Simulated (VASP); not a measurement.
Here is a VASP 6.6.1 calculation.

File INCAR:

```
PREC = Accurate
ENCUT = 520
EDIFF = 1E-6
ISMEAR = 0
SIGMA = 0.1
LREAL = F
LASPH = T
NELM = 100
ALGO = Normal
ISIF = 2
LWAVE = F
LCHARG = F
GGA = PE
NBANDS = 40
```

The input KPOINTS:

```
regular mesh
0
Gamma
  10 10 10
```

Contents of POSCAR:

```
CaF7
1.0
    0.0000000000      3.5492293239      3.5492293239
    3.5492293239      0.0000000000      3.5492293239
    3.5492293239      3.5492293239      0.0000000000
Ca F
1 7
Direct
    0.0000000000      0.0000000000      0.0000000000
    0.5000000000      0.0000000000      0.0000000000
    0.0000000000      0.5000000000      0.5000000000
    0.0000000000      0.5000000000      0.0000000000
    0.5000000000      0.0000000000      0.5000000000
    0.0000000000      0.0000000000      0.5000000000
    0.5000000000      0.5000000000      0.0000000000
    0.5000000000      0.5000000000      0.5000000000
```

Potentials or basis: VASP PAW PBE potentials, release 64 (Ca_sv, F).

Launch:

```sh
$ cat potpaw_PBE.64/Ca_sv/POTCAR potpaw_PBE.64/F/POTCAR > POTCAR
$ mpirun -np 1 vasp_std > vasp.out
```

Question: Estimate the pressure.

Answer: -0.3 GPa.

Caveat: an odd number of electrons without spin polarisation forces a metal; a magnetic or distorted state may lie lower.
